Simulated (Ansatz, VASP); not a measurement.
Two plane-wave programs on InReS4

```
In Re S
1.0
     6.80905    0.00000    0.00000
    -3.40452    5.89681    0.00000
     0.00000    0.00000    3.31958
In Re S
1 1 4
Direct
  0.00000 0.00000 0.00000
  0.66667 0.33333 0.00000
  0.33333 0.66667 0.00000
  0.65417 0.82708 0.50000
  0.17292 0.82708 0.50000
  0.17292 0.34583 0.50000
```

Change from the starting cell: species swapped into the SmAlCu4 type (P-6m2, No. 187).

Alike in both runs: functional PBE; k mesh 3 × 3 × 4; occupations gaussian, width 0.1 eV; collinear spin.

Ansatz relaxed the structure, and its values are those at the end. VASP's run is a single point on that final structure, the one shown.

|  | VASP | Ansatz |
| --- | --- | --- |
| version | VASP 6.6.1 | Ansatz 0.2.0 |
| potentials or method | VASP PAW PBE potentials, release 64 (In_d, Re, S), cutoff 520 eV | scalar-relativistic, plane waves, PAW |
| valence electrons in the cell | 44 | 52 |

```tsv
	VASP	Ansatz	Ansatz less VASP
gap on the k mesh at the Fermi level (eV)	none	none	-
pressure (GPa)	0.1	0.2	+0.10
rms of the force components (eV/Å)	0.004	0.007	+0.0033
net moment per atom (μB)	0.82	0.82	0.000
size of the moment on the site where the two differ most (μB)	4.13	4.19	+0.063
```

Site moments also hang on the region over which each program counts them. A gap of «none» marks a metal or a gap that the smearing closes. The functional is the same, so the differences come from potentials, cutoffs and numerics. VASP's potentials hold 44 valence electrons a cell and Ansatz's 52, so a difference there can come from the potentials and not from the codes.

The k mesh is coarse, so the values compare programs but aren't converged. Spin-orbit coupling is off throughout.
